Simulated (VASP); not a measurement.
A run of VASP 6.6.1 is set up as follows.

The input INCAR:

```
ALGO     = Normal         # electronic algorithm
EDIFF    = 1E-6           # SCF threshold, eV
ENCUT    = 840            # plane-wave cutoff, eV
GGA      = CA             # functional
GGA_COMPAT= F            
ISIF     = 2              # what is computed and relaxed
ISMEAR   = 0              # smearing method
LASPH    = T              # aspherical terms in the spheres
LCHARG   = F              # write CHGCAR
LREAL    = F              # projectors in reciprocal space
LWAVE    = F              # write WAVECAR
NBANDS   = 15             # bands
NELM     = 120            # most SCF steps
PREC     = Accurate       # precision mode
SIGMA    = 0.05           # smearing width, eV
```

KPOINTS

```
k-points
0
Gamma
  6 6 6
```

The input POSCAR:

```
MgO
1.0
    0.0000000000      2.1351500000      2.1351500000
    2.1351500000      0.0000000000      2.1351500000
    2.1351500000      2.1351500000      0.0000000000
Mg O
1 1
Direct
    0.0000000000      0.0000000000      0.0000000000
    0.2189892982      0.5000000000      0.5000000000
```

Potentials or basis: VASP PAW LDA potentials, release 64 (Mg_sv, O).

Run with:

```sh
$ cat potpaw_LDA.64/Mg_sv/POTCAR potpaw_LDA.64/O/POTCAR > POTCAR
$ mpirun -np 1 vasp_std > vasp.out
```

Question: What does it give for the largest force?

Answer: 5.558 eV/Å.

Question: What does it give for the band gap on the k mesh?

Answer: 3.74 eV (least direct gap 3.83 eV).

Forces on the atoms (eV/Å):
```
Mg   0.000 -3.930 -3.930
O    0.000  3.930  3.930
```

Caveat: the k points lie up to 0.42 Å⁻¹ apart; the cell differs from its parent crystal (atom 2 (O) moved by (-0.600, -0.600) A along y and z); forces of over 1 eV/Å act on the atoms, so gaps and moduli don't describe the material at rest. A k mesh can miss the band edges.
